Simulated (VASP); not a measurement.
Write the native input for VASP 6.6.1 that does the following.

```yaml
Task: single point
Functional: revPBE
Potentials_or_basis: VASP PAW PBE potentials, release 64 (Ru_pv)
Cutoff: 520 eV
k_mesh: 11 × 11 × 6
Occupations: fermi-dirac, width 0.05 eV
Spin: no spin polarisation
Dipole_correction: no
Further_INCAR_settings: ALGO = Normal; EDIFF = 1e-07; NBANDS = 21
```

The structure of Ru lies in POSCAR:

```
Ru
1.0
    2.7286198725      0.0000000000      0.0000000000
   -1.3643099362      2.3630541268      0.0000000000
    0.0000000000      0.0000000000      4.3131255411
Ru
2
Direct
    0.6666666667      0.3333333333      0.7500000000
    0.3333333333      0.6666666667      0.2500000000
```

The input as run:

INCAR

```
SYSTEM = Ru
ALGO = Normal
EDIFF = 1E-7
ENCUT = 520
GGA = RE
ISIF = 2
ISMEAR = -1
LASPH = .TRUE.
LCHARG = .TRUE.
LELF = .TRUE.
LREAL = .FALSE.
LVHAR = .TRUE.
LWAVE = .FALSE.
NBANDS = 21
NELM = 100
PREC = Accurate
SIGMA = 0.05
```

KPOINTS

```
k-points
0
G
  11 11 6
  0 0 0
```

Potentials or basis: VASP PAW PBE potentials, release 64 (Ru_pv).

The run is started by

```sh
$ cat potpaw_PBE.64/Ru_pv/POTCAR > POTCAR
$ mpirun -np 1 vasp_std > vasp.out
```

Results of the run:

The pressure is 0.0 GPa and the band gap on the k mesh is zero (band 14 reaches 13.89 eV, above the bottom of band 15 at 10.94 eV).

Caveat: the PAW data sets were made with another functional, which shifts forces and pressure a little.

Run time: 31 s on 1 thread of Intel(R) Xeon(R) Platinum 8259CL CPU @ 2.50GHz (Skylake/Cascade Lake), on a shared host, peak memory 0.15 GiB.
